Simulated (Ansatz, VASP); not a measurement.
## Ga in VASP and in Ansatz

```xyz
1
Lattice="0.0000 2.0721 2.0721 2.0721 0.0000 2.0721 2.0721 2.0721 0.0000" Properties=species:S:1:pos:R:3 pbc="T T T"
Ga    0.0000    0.0000    0.0000
```

Alike in both runs: functional PBEsol; k mesh 18 × 18 × 18; occupations gaussian, width 0.1 eV; no spin polarisation.

Ansatz relaxed the structure, and its values are those at the end. VASP's run is a single point on that final structure, the one shown.

|  | VASP | Ansatz |
| --- | --- | --- |
| version | VASP 6.6.1 | Ansatz 0.2.0 |
| potentials or method | VASP PAW PBE potentials, release 64 (Ga_d), cutoff 520 eV | scalar-relativistic, plane waves, PAW |
| valence electrons in the cell | 13 | 13 |

|  | VASP | Ansatz | Ansatz less VASP |
| --- | --- | --- | --- |
| gap on the k mesh at the Fermi level (eV) | none | none | - |
| pressure (GPa) | 0.0 | 0.0 | -0.04 |

VASP's potentials were made for PBE, not for PBEsol. A gap of «none» marks a metal or a gap that the smearing closes.
